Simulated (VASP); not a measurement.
# Cd3AgS4 in VASP: further runs

Runs on Cd3AgS4. Level: PBE. Tasks: single point, relaxation of cell and atoms.

Program: VASP 6.6.1. These are calculated values, not measurements. Logs are shortened: lines on timing, memory, paths and dates and some standing lists are left out, and cuts for length are marked.

## 1. The cell of the first run

The typed cell holds 8 atoms: a = 5.449 Å, b = 5.449 Å, c = 5.448 Å, α = 89.99°, β = 90.00°, γ = 90.00°.

## 2. Single point, PBE

INCAR

```
  PREC = Accurate
  ENCUT = 520
  EDIFF = 1E-6
  ISMEAR = 0
  SIGMA = 0.2
  LREAL = F
  LASPH = T
  NELM = 80
  ALGO = Normal
  ISIF = 2
  LWAVE = F
  LCHARG = F
  GGA = PE
  NBANDS = 46
```

KPOINTS

```
regular mesh
0
Gamma
  4 4 4
```

POSCAR

```
Cd3AgS4
1.0
    5.4489075319     -0.0002248460     -0.0000037233
   -0.0002249177      5.4489409182      0.0006165662
   -0.0000113940      0.0006070501      5.4484955059
Cd Ag S
3 1 4
Direct
    0.5000508524      0.4997663299      0.9999622155
    0.4999981538     -0.0000272698      0.4999265494
    0.0000468954      0.5001942051      0.4999676493
    0.9999794341      0.0000059375      0.0000465380
    0.5000041806      0.5000040348      0.5000079066
   -0.0000341973      0.0001554029      0.5000724194
    1.0000099877      0.5000398630      0.0000179557
    0.4999446934      0.9998614965     -0.0000012341
```

Potentials or basis: VASP PAW PBE potentials, release 64 (Cd, Ag, S).

Command:

```bash
> cat potpaw_PBE.64/Cd/POTCAR potpaw_PBE.64/Ag/POTCAR potpaw_PBE.64/S/POTCAR > POTCAR
> mpirun -np 1 vasp_std > vasp.out
```

OUTCAR:

```text
PREC = Accurate
   ENCUT = 520
   EDIFF = 1E-6
   ISMEAR = 0
   LREAL = F
   LASPH = T
   NELM = 80
   ISIF = 2
   GGA = PE

 ion  position               nearest neighbor table
   1  0.500  0.500  1.000-   8 2.72   5 2.72   7 2.72   5 2.72   7 2.72   8 2.72
   2  0.500  1.000  0.500-   8 2.72   6 2.72   5 2.72   6 2.72   8 2.72   5 2.72
   3  0.000  0.500  0.500-   7 2.72   5 2.72   6 2.72   7 2.72   6 2.72   5 2.72
   4  1.000  0.000  0.000-   6 2.72   8 2.72   7 2.72   6 2.72   8 2.72   7 2.72
   5  0.500  0.500  0.500-   1 2.72   3 2.72   2 2.72   1 2.72   2 2.72   3 2.72
   6  1.000  0.000  0.500-   4 2.72   3 2.72   2 2.72   4 2.72   2 2.72   3 2.72
   7  0.000  0.500  0.000-   3 2.72   1 2.72   4 2.72   3 2.72   4 2.72   1 2.72
   8  0.500  1.000  1.000-   2 2.72   1 2.72   4 2.72   2 2.72   4 2.72   1 2.72

  LATTYP: Found a triclinic cell.
 ALAT       =     5.4489409577
 B/A-ratio  =     1.4139969647
 C/A-ratio  =     0.9999938665
 COS(alpha) =     0.0000564095
 COS(beta)  =     0.0000825418
 COS(gamma) =     0.7070562906

  Lattice vectors:

 A1 = (  -0.0002249177,   5.4489409182,   0.0006165662)
 A2 = (  -0.0002135237,   5.4483338681,  -5.4478789397)
 A3 = (  -5.4489075319,   0.0002248460,   0.0000037233)

Analysis of symmetry for initial positions (statically):
=====================================================================
 Subroutine PRICEL returns:
 Original cell was already a primitive cell.

 Routine SETGRP: Setting up the symmetry group for a
 triclinic supercell.

 Subroutine GETGRP returns: Found  1 space group operations
 (whereof  1 operations were pure point group operations)
 out of a pool of  2 trial point group operations.

The static configuration has the point symmetry C_1 .

Analysis of symmetry for dynamics (positions and initial velocities):
=====================================================================
 Subroutine PRICEL returns:
 Original cell was already a primitive cell.

 Routine SETGRP: Setting up the symmetry group for a
 triclinic supercell.

 Subroutine GETGRP returns: Found  1 space group operations
 (whereof  1 operations were pure point group operations)
 out of a pool of  2 trial point group operations.

The dynamic configuration has the point symmetry C_1 .

 Subroutine INISYM returns: Found  1 space group operations
 (whereof  1 operations are pure point group operations),
 and found     1 'primitive' translations

----------------------------------------------------------------------------------------

                                     Primitive cell

  volume of cell :     161.7701

  direct lattice vectors                    reciprocal lattice vectors
     5.448907532 -0.000224846 -0.000003723     0.183523027  0.000007575  0.000000383
    -0.000224918  5.448940918  0.000616566     0.000007573  0.183521904 -0.000020447
    -0.000011394  0.000607050  5.448495506     0.000000125 -0.000020768  0.183536907

  length of vectors
     5.448907537  5.448940958  5.448495540     0.183523027  0.183521906  0.183536908

  position of ions in fractional coordinates (direct lattice)
     0.500050852  0.499766330  0.999962215
     0.499998154  0.999972730  0.499926549
     0.000046895  0.500194205  0.499967649
     0.999979434  0.000005937  0.000046538
     0.500004181  0.500004035  0.500007907
     0.999965803  0.000155403  0.500072419
     0.000009988  0.500039863  0.000017956
     0.499944693  0.999861497  0.999998766

  ion indices of the primitive-cell ions
   primitive index   ion index
                 1           1
                 2           2
                 3           3
                 4           4
                 5           5
                 6           6
                 7           7
                 8           8

----------------------------------------------------------------------------------------

 KPOINTS: regular mesh

Automatic generation of k-mesh.
 Grid dimensions read from file:
 generate k-points for:    4    4    4

 Generating k-lattice:

  Cartesian coordinates                     Fractional coordinates (reciprocal lattice)
     0.045880757  0.000001894  0.000000096     0.250000000  0.000000000  0.000000000
     0.000001893  0.045880476 -0.000005112    -0.000000000  0.250000000  0.000000000
     0.000000031 -0.000005192  0.045884227    -0.000000000  0.000000000  0.250000000

  Length of vectors
     0.045880757  0.045880476  0.045884227

  Shift w.r.t. Gamma in fractional coordinates (k-lattice)
     0.000000000  0.000000000  0.000000000

 Subroutine IBZKPT returns following result:
 ===========================================

 Found     36 irreducible k-points:

 Following reciprocal coordinates:
            Coordinates               Weight
  0.000000  0.000000  0.000000      1.000000
  0.250000  0.000000  0.000000      2.000000
  0.500000  0.000000  0.000000      1.000000
  0.000000  0.250000  0.000000      2.000000
  0.250000  0.250000  0.000000      2.000000
  0.500000  0.250000  0.000000      2.000000
[... 16 lines left out ...]
 -0.000000 -0.250000  0.250000      2.000000
  0.250000 -0.250000  0.250000      2.000000
 [... further k-points ...]
   k-points           NKPTS =     36   k-points in BZ     NKDIM =     36   number of bands    NBANDS=     46
   number of dos      NEDOS =    301   number of ions     NIONS =      8
   total plane-waves  NPLWV =  74088
   dimension x,y,z NGX =    42 NGY =   42 NGZ =   42
   dimension x,y,z NGXF=    84 NGYF=   84 NGZF=   84
   ions per type =               3   1   4
   NGX,Y,Z   is equivalent  to a cutoff of  12.81, 12.81, 12.82 a.u.
   NGXF,Y,Z  is equivalent  to a cutoff of  25.63, 25.63, 25.63 a.u.
 SYSTEM =  unknown system
   PREC   = accura    normal or accurate (medium, high low for compatibility)
   ISTART =      0    job   : 0-new  1-cont  2-samecut
   ICHARG =      2    charge: 1-file 2-atom 10-const
   ISPIN  =      1    spin polarized calculation?
   LNONCOLLINEAR =      F non collinear calculations
   LSORBIT =      F    spin-orbit coupling
   LASPH  =      T    aspherical Exc in radial PAW
   ENCUT  =  520.0 eV  38.22 Ry    6.18 a.u.  10.13 10.13 10.13*2*pi/ulx,y,z
   NELM   =     80;   NELMIN=  2; NELMDL= -5     # of ELM steps
   EDIFF  = 0.1E-05   stopping-criterion for ELM
   LREAL  =      F    real-space projection
   EDIFFG = 0.1E-04   stopping-criterion for IOM
   NSW    =      0    number of steps for IOM
   IBRION =     -1    ionic relax: 0-MD 1-quasi-New 2-CG
   NFREE  =      0    steps in history (QN), initial steepest desc. (CG)
   ISIF   =      2    stress and relaxation
   ISYM   =      2    0-nonsym 1-usesym 2-fastsym
   POTIM  = 0.5000    time-step for ionic-motion
   TEBEG  =    0.0;   TEEND  =   0.0 temperature during run
   PSTRESS=    0.0 pullay stress
   NELECT =      71.0000    total number of electrons
   NUPDOWN=      -1.0000    fix difference up-down
   EMIN   =  10.00;   EMAX   =-10.00  energy-range for DOS
   EFERMI =   0.00;   METHOD = LEGACY
   ISMEAR =     0;   SIGMA  =   0.20  broadening in eV -4-tet -1-fermi 0-gaus
   EFERMI_NEDOS =   21; number of points for ismear=-14 and -15
   IALGO  =     38    algorithm
   IMIX   =      4    mixing-type and parameters
     AMIX     =   0.40;   BMIX     =  1.00
     AMIX_MAG =   1.60;   BMIX_MAG =  1.00
  volume/ion in A,a.u.               =      20.22       136.46
  Fermi-wavevector in a.u.,A,eV,Ry     =   1.244118  2.351042 21.059500  1.547830
  Thomas-Fermi vector in A             =   2.378399
   LORBIT       =      0    0 simple, 1 ext, 2 COOP (PROOUT), +10 PAW based schemes
   GGA     = PE    functional components
   LHFCALC =     F    Hartree Fock is set to
   AEXX    =    0.0000 exact exchange contribution
   IVDW    =     0    specifies the selected vdW correction
   LEPSILON=     F    determine dielectric tensor
   LRPA    =     F    only Hartree local field effects (RPA)
 non-spin polarized calculation
 Gauss-broadening in eV      SIGMA  =   0.20
  energy-cutoff  :      520.00
  volume of cell :      161.77
 maximum number of plane-waves:      4388
 NGX is ok and might be reduce to    42
   NGX = 21   NGY = 21   NGZ = 21

 number of electron      71.0000017 magnetization

 Free energy of the ion-electron system (eV)
  ---------------------------------------------------
  ext. energy  EPLUGINS =         0.00000000
  ---------------------------------------------------
  free energy    TOTEN  =       -24.19779992 eV

  energy without entropy =      -24.12102463  energy(sigma->0) =      -24.15941227

 E-fermi :   3.5865     XC(G=0): -10.4520

 val. band max:        3.5019529641   @ k =   0.5000   0.5000   0.5000
 cond. band min:       3.5875095739   @ k =   0.2500   0.5000   0.0000
 fundamental gap:      0.0855566098
 Fermi energy:         3.5865304378

 k-point     1 :       0.0000    0.0000    0.0000
  band No.  band energies     occupation
      1      -9.3872      2.00000
      2      -8.5226      2.00000
      3      -8.4321      2.00000
      4      -8.4320      2.00000
      5      -4.2798      2.00000
      6      -4.2798      2.00000
[... 38 lines left out ...]
     45      12.9979      0.00000
     46      12.9996      0.00000

 k-point     2 :       0.2500    0.0000    0.0000
  band No.  band energies     occupation
      1      -9.2172      2.00000
      2      -8.5468      2.00000
      3      -8.4251      2.00000
      4      -8.3522      2.00000
      5      -4.2704      2.00000
      6      -4.2506      2.00000
[... 38 lines left out ...]
     45      11.9318      0.00000
     46      12.3014      0.00000

 k-point     3 :       0.5000    0.0000    0.0000
  band No.  band energies     occupation
      1      -8.8773      2.00000
      2      -8.7865      2.00000
      3      -8.3696      2.00000
      4      -8.2661      2.00000
      5      -4.3349      2.00000
      6      -4.3246      2.00000
[... 38 lines left out ...]
     45      11.0079      0.00000
     46      11.2557      0.00000

 k-point     4 :       0.0000    0.2500    0.0000
  band No.  band energies     occupation
      1      -9.2173      2.00000
      2      -8.5468      2.00000
      3      -8.4251      2.00000
      4      -8.3522      2.00000
      5      -4.2704      2.00000
      6      -4.2506      2.00000
[... 920 lines left out ...]
     45      10.9115      0.00000
     46      10.9250      0.00000

 k-point    23 :      -0.0000   -0.2500    0.2500
  band No.  band energies     occupation
      1      -9.0546      2.00000
      2      -8.4752      2.00000
      3      -8.4355      2.00000
      4      -8.3256      2.00000
      5      -4.2959      2.00000
      6      -4.2742      2.00000
[... 38 lines left out ...]
     45      11.1511      0.00000
     46      11.1785      0.00000

 k-point    24 :       0.2500   -0.2500    0.2500
  band No.  band energies     occupation
      1      -8.9004      2.00000
      2      -8.4181      2.00000
      3      -8.3509      2.00000
      4      -8.3506      2.00000
      5      -4.3250      2.00000
      6      -4.3246      2.00000
[... 38 lines left out ...]
     45      11.1691      0.00000
     46      11.1706      0.00000

 [... further k-points ...]
[... 5 lines left out ...]
  --------------------------------------------------------------------------------------
  -------------------------------------------------------------------------------------
  Total        0.3231428      0.3227873      0.3281994      0.0021399     -0.0058428      0.0000512
  in kB        3.2004196      3.1968990      3.2505006      0.0211934     -0.0578670      0.0005075
  external PRESSURE =       3.2159398 kB  Pullay stress =       0.0000000 kB

 VOLUME and BASIS-vectors are now :
 -----------------------------------------------------------------------------
  energy-cutoff  :      520.00
  volume of cell :      161.77
      direct lattice vectors                 reciprocal lattice vectors
     5.448907532 -0.000224846 -0.000003723     0.183523027  0.000007575  0.000000383
    -0.000224918  5.448940918  0.000616566     0.000007573  0.183521904 -0.000020447
    -0.000011394  0.000607050  5.448495506     0.000000125 -0.000020768  0.183536907

 POSITION                                       TOTAL-FORCE (eV/Angst)
 -----------------------------------------------------------------------------------
      2.72461      2.72369      5.44860        -0.000403      0.001189      0.000347
      2.72421      5.44898      2.72446        -0.000285      0.000333      0.000898
      0.00014      2.72583      2.72438        -0.000487     -0.000646      0.000596
      5.44880     -0.00019      0.00025        -0.000164      0.000267     -0.000255
      2.72436      2.72468      2.72460         0.000314     -0.000308     -0.000503
      5.44872      0.00093      2.72464         0.000496     -0.000970     -0.000374
     -0.00006      2.72469      0.00041         0.000110     -0.000388     -0.000315
      2.72392      5.44868      5.44910         0.000417      0.000522     -0.000395
 -----------------------------------------------------------------------------------
    total drift:                               -0.000014      0.000003      0.000002

  FREE ENERGIE OF THE ION-ELECTRON SYSTEM (eV)
  ---------------------------------------------------
  free  energy   TOTEN  =       -24.1977999157 eV

  energy  without entropy=      -24.1210246308  energy(sigma->0) =      -24.15941227
```

Run time: 95 s. Hardware: 1 thread of Intel Xeon 6975P-C (Granite Rapids), shared host; peak memory 0.4 GiB.

What came out:

```yaml
Free_energy: -24.1978 eV
Pressure: 0.3 GPa
Band_gap_on_the_k_mesh: zero (an odd number of electrons rules out a gap without spin polarisation)
```

## 3. Relaxation of cell and atoms, PBE

This run uses another cell than the first one, of 19.13 Å³/atom.

INCAR

```
SYSTEM = Cd3AgS4
  PREC = Accurate
  ENCUT = 600
  EDIFF = 1E-6
  ISMEAR = 0
  SIGMA = 0.1
  LREAL = .False.
  LASPH = .True.
  NELM = 100
  ALGO = Normal
  ISIF = 3
  LWAVE = .False.
  LCHARG = .False.
  GGA = PE
  IBRION = 2
  NSW = 90
  EDIFFG = -0.04
```

KPOINTS

```
regular mesh
0
Gamma
  4 4 4
  0 0 0
```

POSCAR

```
Cd3AgS4
1.0
    5.3487831900      0.0000000000      0.0000000000
    0.0000000000      5.3487831900      0.0000000000
    0.0000000000      0.0000000000      5.3487831900
Cd Ag S
3 1 4
Direct
    0.5000000000      0.5000000000      0.0000000000
    0.5000000000      0.0000000000      0.5000000000
    0.0000000000      0.5000000000      0.5000000000
    0.0000000000      0.0000000000      0.0000000000
    0.5000000000      0.5000000000      0.5000000000
    0.0000000000      0.0000000000      0.5000000000
    0.0000000000      0.5000000000      0.0000000000
    0.5000000000      0.0000000000      0.0000000000
```

Potentials or basis: VASP PAW PBE potentials, release 64 (Cd, Ag, S).

Command:

```bash
> cat potpaw_PBE.64/Cd/POTCAR potpaw_PBE.64/Ag/POTCAR potpaw_PBE.64/S/POTCAR > POTCAR
> mpirun -np 1 vasp_std > vasp.out
```

Run time: 89 s. Hardware: 1 thread of Intel Xeon 6975P-C (Granite Rapids), shared host; peak memory 0.38 GiB.

It converged, with:

```yaml
Free_energy: -24.1654 eV
Relaxed_volume: 20.29 Å³/atom
Relaxed_cell: a = 5.455 Å, b = 5.455 Å, c = 5.455 Å, α = 90.00°, β = 90.00°, γ = 90.00°
Space_group_after_relaxing_to_0.1_Å: Pm-3m (No. 221)
Energy_gained_by_relaxing: 17.1 meV/atom
Ionic_steps: 3
Pressure_after_relaxing: 0.0 GPa
Band_gap_on_the_k_mesh: zero (an odd number of electrons rules out a gap without spin polarisation)
```

The path:
| step | energy change (eV) | largest force (eV/Å) | pressure (GPa) | volume (Å³) |
| --- | --- | --- | --- | --- |
| 1 | 0.0000 | 0.0000 | 4.98 | 153.03 |
| 2 | -0.1130 | 0.0000 | -1.76 | 166.56 |
| 3 | -0.1367 | 0.0000 | 0.01 | 162.33 |

Final structure:
```
CELL_PARAMETERS angstrom
5.45510 0.00000 0.00000
0.00000 5.45510 0.00000
0.00000 0.00000 5.45510
ATOMIC_POSITIONS crystal
Cd 0.50000 0.50000 0.00000
Cd 0.50000 0.00000 0.50000
Cd 0.00000 0.50000 0.50000
Ag 0.00000 0.00000 0.00000
S 0.50000 0.50000 0.50000
S 0.00000 0.00000 0.50000
S 0.00000 0.50000 0.00000
S 0.50000 0.00000 0.00000
```

Levels at points of the mesh, in eV from the Fermi level:
| k point | band 33 | band 34 | band 35 | band 36 | band 37 | band 38 |
| --- | --- | --- | --- | --- | --- | --- |
| (0.00, 0.00, 0.00) | -2.10 | -0.82 | -0.82 | -0.82 | 0.19 | 0.19 |
| (0.50, 0.00, 0.00) | -1.39 | -1.39 | -1.39 | -1.39 | 3.06 | 3.16 |
| (0.50, 0.50, 0.00) | -0.26 | -0.24 | -0.24 | 0.80 | 4.40 | 4.60 |
| (0.50, 0.50, 0.50) | -0.03 | -0.03 | 0.91 | 0.91 | 3.47 | 3.65 |
